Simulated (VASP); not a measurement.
**Ga: relaxation of cell and atoms with PBE**

Crystal: Ga.

```xyz
2
Lattice="0.0000 2.9392 2.9392 2.9392 0.0000 2.9392 2.9392 2.9392 0.0000" Properties=species:S:1:pos:R:3 pbc="T T T"
Ga   -0.7348   -0.7348   -0.7348
Ga    0.7348    0.7348    0.7348
```

This isn't the form of Ga at room conditions, which is orthorhombic.

* Program: VASP 6.6.1
* Task: relaxation of cell and atoms
* Functional: PBE
* Potentials or basis: VASP PAW PBE potentials, release 64 (Ga_d)
* Cutoff: 600 eV
* k mesh: 12 × 12 × 12
* Occupations: fermi-dirac, width 0.05 eV
* Spin: no spin polarisation
* Dipole correction: no
* Further INCAR settings: ALGO = Normal; EDIFF = 1e-06; IBRION = 2; EDIFFG = -0.005; NSW = 45; ISIF = 3

The relaxed volume is 25.43 Å³/atom. The relaxed cell is a = 4.159 Å, b = 4.159 Å, c = 4.159 Å, α = 60.00°, β = 60.00°, γ = 60.00° and the space group after relaxing (to 0.1 Å) is Fd-3m (No. 227). The energy gained by relaxing is 0.0 meV/atom, the ionic steps are 3 and the pressure after relaxing is 0.0 GPa. The band gap on the k mesh is zero (bands 13 and 14 overlap by 4.15 eV).

Final structure:
```
Ga
1.0
     0.00000    2.94051    2.94051
     2.94051    0.00000    2.94051
     2.94051    2.94051    0.00000
Ga
2
Direct
  0.87500 0.87500 0.87500
  0.12500 0.12500 0.12500
```

Levels at points of the mesh, in eV from the Fermi level:
| k point | band 11 | band 12 | band 13 | band 14 | band 15 | band 16 |
| --- | --- | --- | --- | --- | --- | --- |
| (0.00, 0.00, 0.00) | -9.30 | 2.74 | 2.74 | 2.74 | 3.38 | 4.78 |
| (0.50, 0.00, 0.00) | -7.15 | -4.59 | 1.28 | 1.28 | 2.87 | 5.74 |
| (0.50, 0.50, 0.00) | -5.48 | -5.48 | -0.47 | -0.47 | 2.79 | 2.79 |

It took 3.4 min on 1 thread of Intel Xeon 8259CL (shared host), peak memory 0.25 GiB.
